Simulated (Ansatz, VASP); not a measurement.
## One calculation of ZnS, two programs

The input INCAR:

```
SYSTEM = ZnS
PREC = Accurate ; ENCUT = 520
EDIFF = 1E-7 ; ISMEAR = 0
SIGMA = 0.05 ; LREAL = .False.
LASPH = .True. ; NELM = 60
ALGO = Normal ; ISIF = 2
LWAVE = .False. ; LCHARG = .False.
GGA = PE ; NBANDS = 46
```

The input KPOINTS:

```
Automatic mesh
0
Gamma
  9 9 4
  0 0 0
```

Contents of POSCAR:

```
ZnS
1.0
    3.9597388131      0.0000000000      0.0000000000
   -1.9798694065      3.4292344045      0.0000000000
    0.0000000000      0.0000000000     12.1971834658
Zn S
4 4
Direct
    0.0000000000      0.0000000000      0.0000492057
    0.0000000000      0.0000000000      0.5000492057
    0.3333333333      0.6666666667      0.2500242903
    0.6666666667      0.3333333333      0.7500242903
    0.0000000000      0.0000000000      0.1872905901
    0.0000000000      0.0000000000      0.6872905901
    0.3333333333      0.6666666667      0.4376359138
    0.6666666667      0.3333333333      0.9376359138
```

Input for Ansatz:

```yaml
crystal:
  lattice:
    - [3.9597388131, 0.0, 0.0]
    - [-1.9798694065, 3.4292344045, 0.0]
    - [0.0, 0.0, 12.1971834658]
  atoms:
    - { symbol: Zn, position: [0.0, 0.0, 4.92057e-05] }
    - { symbol: Zn, position: [0.0, 0.0, 0.5000492057] }
    - { symbol: Zn, position: [0.3333333333, 0.6666666667, 0.2500242903] }
    - { symbol: Zn, position: [0.6666666667, 0.3333333333, 0.7500242903] }
    - { symbol: S, position: [0.0, 0.0, 0.1872905901] }
    - { symbol: S, position: [0.0, 0.0, 0.6872905901] }
    - { symbol: S, position: [0.3333333333, 0.6666666667, 0.4376359138] }
    - { symbol: S, position: [0.6666666667, 0.3333333333, 0.9376359138] }
basis:
  ecutwfc: 520.0
kpoints:
  mp_grid: { grid: [9, 9, 4] }
hamiltonian:
  xc: pbe
scf:
  occupations: { method: gaussian, width: 0.05 }
output:
  forces: true
  stress: true
  eigenvalues: true
```

Alike in both runs: task single point; functional PBE; k mesh 9 × 9 × 4; occupations gaussian, width 0.05 eV; no spin polarisation.

```csv
,VASP,Ansatz
version,VASP 6.6.1,Ansatz 0.2.0
potentials or method,"VASP PAW PBE potentials, release 64 (Zn, S), cutoff 520 eV","scalar-relativistic, plane waves, PAW"
valence electrons in the cell,72,72
```

```tsv
	VASP	Ansatz	Ansatz less VASP
gap on the k mesh at the Fermi level (eV)	1.88	1.88	0.000
least direct gap on the mesh (eV)	1.88	1.88	0.000
pressure (GPa)	-1.1	-1.3	-0.14
traceless stress, the component that is largest in VASP (GPa)	5.15	5.12	-0.026
rms of the force components (eV/Å)	0.223	0.220	-0.0030
```

Atom by atom the forces differ by 0.003 eV/Å (rms over components).
